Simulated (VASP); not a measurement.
# Yb (Fm-3m) in VASP: a series of runs, part 2 of 2

VASP 6.6.1. Earlier steps stand in the parts before.

## (4) Single point, LDA, collinear spin, ferromagnetic start (40.46 Å³/atom)

This run uses another cell than the first one, of 40.46 Å³/atom.

File INCAR:

```
SYSTEM = Yb
  PREC = Accurate
  ENCUT = 520
  EDIFF = 1E-6
  ISMEAR = -1
  SIGMA = 0.05
  LREAL = .FALSE.
  LASPH = .TRUE.
  NELM = 150
  ALGO = Normal
  ISIF = 2
  LWAVE = .FALSE.
  LCHARG = .FALSE.
  ISPIN = 2
  MAGMOM = 1
  LORBIT = 11
  LMAXMIX = 6
  GGA = CA
  NBANDS = 22
```

File KPOINTS:

```
Automatic mesh
0
G
  8 8 8
  0 0 0
```

File POSCAR:

```
Yb
1.0
    0.0000000000      2.7246893782      2.7246893782
    2.7246893782      0.0000000000      2.7246893782
    2.7246893782      2.7246893782      0.0000000000
Yb
1
Direct
    0.0000000000      0.0000000000      0.0000000000
```

Potentials or basis: VASP PAW PBE potentials, release 64 (Yb).

On the command line:

```sh
$ cat potpaw_PBE.64/Yb/POTCAR > POTCAR
$ mpirun -np 1 vasp_std > vasp.out
```

OUTCAR:

```text
SYSTEM = Yb
   PREC = Accurate
   ENCUT = 520
   EDIFF = 1E-6
   ISMEAR = -1
   LREAL = .FALSE.
   LASPH = .TRUE.
   NELM = 150
   ISIF = 2
   ISPIN = 2
   LORBIT = 11
   GGA = CA

 ion  position               nearest neighbor table
   1  0.000  0.000  0.000-

  LATTYP: Found a face centered cubic cell.
 ALAT       =     5.4493787564

  Lattice vectors:

 A1 = (   0.0000000000,   2.7246893782,   2.7246893782)
 A2 = (   2.7246893782,   0.0000000000,   2.7246893782)
 A3 = (   2.7246893782,   2.7246893782,   0.0000000000)

Analysis of symmetry for initial positions (statically):
=====================================================================
 Subroutine PRICEL returns:
 Original cell was already a primitive cell.

 Routine SETGRP: Setting up the symmetry group for a
 face centered cubic supercell.

 Subroutine GETGRP returns: Found 48 space group operations
 (whereof 48 operations were pure point group operations)
 out of a pool of 48 trial point group operations.

The static configuration has the point symmetry O_h .

Analysis of symmetry for dynamics (positions and initial velocities):
=====================================================================
 Subroutine PRICEL returns:
 Original cell was already a primitive cell.

[... 775 lines left out ...]
     21      12.1846      0.00000
     22      17.0182      0.00000

 [... further k-points ...]

 spin component 2

 k-point     1 :       0.0000    0.0000    0.0000
  band No.  band energies     occupation
      1     -50.5698      1.00000
      2     -23.0087      1.00000
      3     -23.0087      1.00000
      4     -23.0087      1.00000
      5      -3.9377      1.00000
      6       0.5067      0.99993
[... 589 lines left out ...]
     21      12.1846      0.00000
     22      17.0181      0.00000

 [... further k-points ...]
[... 5 lines left out ...]
  --------------------------------------------------------------------------------------
  -------------------------------------------------------------------------------------
  Total       -1.1115759     -1.1115759     -1.1115759     -0.0000000     -0.0000000     -0.0000000
  in kB      -44.0218913    -44.0218913    -44.0218913     -0.0000000     -0.0000000     -0.0000000
  external PRESSURE =     -44.0218913 kB  Pullay stress =       0.0000000 kB

 VOLUME and BASIS-vectors are now :
 -----------------------------------------------------------------------------
  energy-cutoff  :      520.00
  volume of cell :       40.46
      direct lattice vectors                 reciprocal lattice vectors
     0.000000000  2.724689378  2.724689378    -0.183507156  0.183507156  0.183507156
     2.724689378  0.000000000  2.724689378     0.183507156 -0.183507156  0.183507156
     2.724689378  2.724689378  0.000000000     0.183507156  0.183507156 -0.183507156

 POSITION                                       TOTAL-FORCE (eV/Angst)
 -----------------------------------------------------------------------------------
      0.00000      0.00000      0.00000         0.000000      0.000000     -0.000000
 -----------------------------------------------------------------------------------
    total drift:                               -0.000000     -0.000000      0.000000

  FREE ENERGIE OF THE ION-ELECTRON SYSTEM (eV)
  ---------------------------------------------------
  free  energy   TOTEN  =        -3.9929289848 eV

  energy  without entropy=       -3.9818563083  energy(sigma->0) =       -3.98739265

 total charge

# of ion       s       p       d       f       tot
--------------------------------------------------
    1        2.222   5.935   0.211  13.657  22.025

 magnetization (x)

# of ion       s       p       d       f       tot
--------------------------------------------------
    1       -0.000   0.000   0.000  -0.000  -0.000
```

OSZICAR:

```text
N       E                     dE             d eps       ncg     rms          rms(c)
DAV:   1     0.129446914001E+03    0.12945E+03   -0.78823E+03  3622   0.702E+03
DAV:   2     0.128845477997E+02   -0.11656E+03   -0.11119E+03  3634   0.700E+02
[... 42 lines left out ...]
DAV:  45    -0.399293678902E+01    0.87548E-04   -0.53456E-05  3418   0.218E-01    0.189E-01
DAV:  46    -0.399291368277E+01    0.23106E-04   -0.13459E-04  3562   0.336E-01    0.925E-02
DAV:  47    -0.399292395215E+01   -0.10269E-04   -0.12693E-05  4000   0.743E-02    0.573E-02
DAV:  48    -0.399292561180E+01   -0.16597E-05   -0.14838E-06  2284   0.417E-02    0.323E-02
DAV:  49    -0.399292883649E+01   -0.32247E-05   -0.26481E-06  2112   0.490E-02    0.277E-02
DAV:  50    -0.399292898484E+01   -0.14835E-06   -0.22502E-06  1652   0.468E-02
   1 F= -.39929290E+01 E0= -.39873926E+01  d E =-.110727E-01  mag=    -0.0001
```

stdout:

```text
POSCAR found type information on POSCAR Yb
 POSCAR found :  1 types and       1 ions
 scaLAPACK will be used
 -----------------------------------------------------------------------------
|                                                                             |
|                                                                             |
|     You enforced a specific xc type in the INCAR file but a different       |
|     I HOPE YOU KNOW WHAT YOU ARE DOING!                                     |
|                                                                             |
 -----------------------------------------------------------------------------

 LDA part: xc-table for (Slater(with rela. corr.)+CA(PZ))
 , standard interpolation
 POSCAR, INCAR and KPOINTS ok, starting setup
 FFT: planning ... GRIDC
 FFT: planning ... GRID_SOFT
 FFT: planning ... GRID
 WAVECAR not read
 entering main loop
```

Wall time 5.8 min (1 thread of Intel Xeon 8259CL, shared host); peak memory 0.2 GiB.

What came out:

```
Free energy                                           : -3.9929 eV
Pressure                                              : -4.4 GPa
Net moment                                            : 0.00 μB per cell
Valence electrons inside the program's atomic spheres : Yb 22.02
```

Levels at points of the mesh, in eV from the Fermi level:
Spin up:
```tsv
k point	band 10	band 11	band 12	band 13	band 14	band 15
(0.00, 0.00, 0.00)	-0.31	-0.31	-0.31	2.59	2.59	2.59
(0.50, 0.00, 0.00)	-0.33	-0.33	-0.31	0.22	2.42	2.42
(0.50, 0.50, 0.00)	-0.35	-0.34	-0.34	0.17	1.40	5.82
```
Spin down:
| k point | band 9 | band 10 | band 11 | band 12 | band 13 | band 14 | band 15 | band 16 |
| --- | --- | --- | --- | --- | --- | --- | --- | --- |
| (0.00, 0.00, 0.00) | -0.39 | -0.31 | -0.31 | -0.31 | 2.59 | 2.59 | 2.59 | 4.45 |
| (0.50, 0.00, 0.00) | -0.40 | -0.33 | -0.33 | -0.31 | 0.22 | 2.42 | 2.42 | 5.81 |
| (0.50, 0.50, 0.00) | -0.39 | -0.36 | -0.34 | -0.34 | 0.17 | 1.40 | 5.82 | 6.21 |

Caveat: the cell stands under tension; the PAW data sets were made with another functional, which shifts forces and pressure a little; spin-orbit coupling is left out, which moves the levels of the heavy elements.

## (5) Overview

```tsv
cell	pressure (GPa)	moment (μB)
a = 3.800 Å, angles 60.0°, 1 atom	-4.2	0.00
a = 3.827 Å, angles 60.0°, 1 atom	-6.2	0.00
a = 3.853 Å, angles 60.0°, 1 atom	-4.4	0.00
```

Alike in all rows: task single point; level LDA; potentials or basis VASP PAW PBE potentials, release 64 (Yb); spin collinear, ferromagnetic start; k mesh 8 × 8 × 8; cutoff (eV) 520; smearing fermi-dirac 0.05 eV.

Caveats: the cell stands under tension; the PAW data sets were made with another functional, which shifts forces and pressure a little; spin-orbit coupling is left out, which moves the levels of the heavy elements.

Total energies depend on the potentials used, so only differences within one code and one set of settings carry meaning.
